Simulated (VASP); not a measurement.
Mg8HO8 (a cell with a defect), 17 atoms in the cell. The cell holds a defect, 17 atoms: a = 5.511 Å, b = 5.511 Å, c = 5.511 Å, α = 60.00°, β = 60.00°, γ = 60.00°. 

| Property | Result |
| --- | --- |
| Program | VASP 6.6.1 |
| Task | single point |
| Functional | PBE |
| Potentials or basis | VASP PAW PBE potentials, release 64 (Mg, O, H) |
| Cutoff | 520 eV |
| k mesh | 3 × 3 × 3 |
| Occupations | gaussian, width 0.02 eV |
| Spin | no spin polarisation |
| Dipole correction | no |
| Charge | 1 |
| Further INCAR settings | LREAL = Auto; ALGO = Normal; EDIFF = 1e-07; NBANDS = 46; NELECT = 64.0 |

Potentials or basis: VASP PAW PBE potentials, release 64 (Mg, O, H).

Launch:

```sh
$ cat potpaw_PBE.64/Mg/POTCAR potpaw_PBE.64/O/POTCAR potpaw_PBE.64/H/POTCAR > POTCAR
$ mpirun -np 1 vasp_std > vasp.out
```

Hardware: 1 thread of Intel(R) Xeon(R) 6975P-C (Granite Rapids), with other jobs on the host.

**Question.** How long does it take, and how much memory?

**Answer.** It took 2.2 min on 1 thread of Intel(R) Xeon(R) 6975P-C (Granite Rapids), with other jobs on the host, peak memory 0.28 GiB. Counts: scf iterations 16, k points 14.
